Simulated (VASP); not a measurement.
## ZnCd2Se3: single point with PBEsol

The system is ZnCd2Se3.

```xyz
6
Lattice="4.1861 0.0000 0.0000 -2.0931 3.6253 0.0000 0.0000 0.0000 10.3291" Properties=species:S:1:pos:R:3 pbc="T T T"
Zn    0.0000    2.4169    6.8726
Cd    0.0000    0.0000   10.2757
Cd    2.0931    1.2084    3.5447
Se    0.0000    0.0000    2.5628
Se    2.0931    1.2084    6.1705
Se    0.0000    2.4169    9.3078
```

| Quantity | Value |
| --- | --- |
| Program | VASP 6.6.1 |
| Task | single point |
| Functional | PBEsol |
| Potentials or basis | VASP PAW PBE potentials, release 64 (Zn, Cd, Se) |
| Cutoff | 520 eV |
| k mesh | 6 × 6 × 2 |
| Occupations | fermi-dirac, width 0.03 eV |
| Spin | no spin polarisation |
| Dipole correction | no |
| Further INCAR settings | ALGO = Normal; EDIFF = 1e-06; NBANDS = 36 |

The pressure is 0.4 GPa and the largest force is 0.026 eV/Å. The band gap on the k mesh is 0.55 eV.

Forces in eV/Å, atoms in the order of the input:
```
Zn   0.000  0.000 -0.004
Cd   0.000  0.000  0.008
Cd   0.000  0.000  0.001
Se   0.000  0.000 -0.003
Se   0.000  0.000  0.025
Se   0.000  0.000 -0.026
```

Levels at points of the mesh, in eV from the valence-band top:
```csv
k point,band 24,band 25,band 26,band 27,band 28,band 29,band 30,band 31
"(0.00, 0.00, 0.00)",-0.51,-0.15,0.00,0.00,0.55,2.10,2.67,5.61
"(0.50, 0.00, 0.00)",-1.87,-1.76,-1.24,-1.04,2.74,3.16,3.38,3.60
"(0.00, 0.00, 0.50)",-0.33,-0.33,-0.14,-0.14,1.63,2.08,2.47,5.18
"(0.50, 0.00, 0.50)",-2.02,-1.59,-0.91,-0.79,2.21,3.12,3.62,4.27
```

Run time: 2.2 min on 1 thread of AMD EPYC 7R13 (shared host), peak memory 0.28 GiB.

Caveat: the PAW data sets were made with another functional, which shifts forces and pressure a little.
